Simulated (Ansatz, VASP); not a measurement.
# Ta in VASP and in Ansatz

INCAR

```
AGGAC = 1.0
AGGAX = 1.0
ALDAC = 0.0
ALDAX = 1.0
ALGO = Normal
EDIFF = 1E-7
ENCUT = 520
GGA = B5
ISIF = 2
ISMEAR = -1
LASPH = True
LCHARG = False
LREAL = False
LWAVE = False
NBANDS = 12
NELM = 80
PREC = Accurate
SIGMA = 0.1
```

File KPOINTS:

```
k-points
0
Gamma
  14 14 14
```

Contents of POSCAR:

```
Ta
1.0
    0.0000000000      2.1324560260      2.1324560260
    2.1324560260      0.0000000000      2.1324560260
    2.1324560260      2.1324560260      0.0000000000
Ta
1
Direct
    0.0000000000      0.0000000000      0.0000000000
```

Input for Ansatz:

```yaml
crystal:
  lattice:
    - [0.0, 2.132456026, 2.132456026]
    - [2.132456026, 0.0, 2.132456026]
    - [2.132456026, 2.132456026, 0.0]
  atoms:
    - { symbol: Ta, position: [0.0, 0.0, 0.0] }
hamiltonian:
  xc: blyp
  pseudopotentials:
    kind: paw
    azcp:
      Ta: "pseudopotentials/Ta.paw.azcp"
basis:
  ecutwfc: 420
  fft_grid_basis: typed
kpoints:
  mp_grid: { grid: [14, 14, 14], shift: [0, 0, 0] }
magnetization:
  spin_polarized: false
scf:
  occupations: { method: fermi_dirac, width: 0.1 }
  lower_state_search: "off"
output:
  stress: true
```

Alike in both runs: task single point; functional BLYP; k mesh 14 × 14 × 14; occupations fermi-dirac, width 0.1 eV; no spin polarisation.

|  | VASP | Ansatz |
| --- | --- | --- |
| version | VASP 6.6.1 | Ansatz 0.2.0 |
| potentials or method | VASP PAW PBE potentials, release 64 (Ta_pv), cutoff 520 eV | plane waves (420 eV) with PAW, scalar-relativistic |
| valence electrons in the cell | 11 | 13 |

Ansatz gave:

| Quantity | Value |
| --- | --- |
| pressure (GPa) | 0.1 |

Task: Which values does VASP return?

Result: Pressure (GPa): 0.9.

VASP's potentials were made for PBE, not for BLYP. With one functional, cell and mesh, what is left measures potentials, basis and numerics. VASP's potentials hold 11 valence electrons a cell and Ansatz's 13, so a difference there can come from the potentials and not from the codes.

Spin-orbit coupling is off throughout.
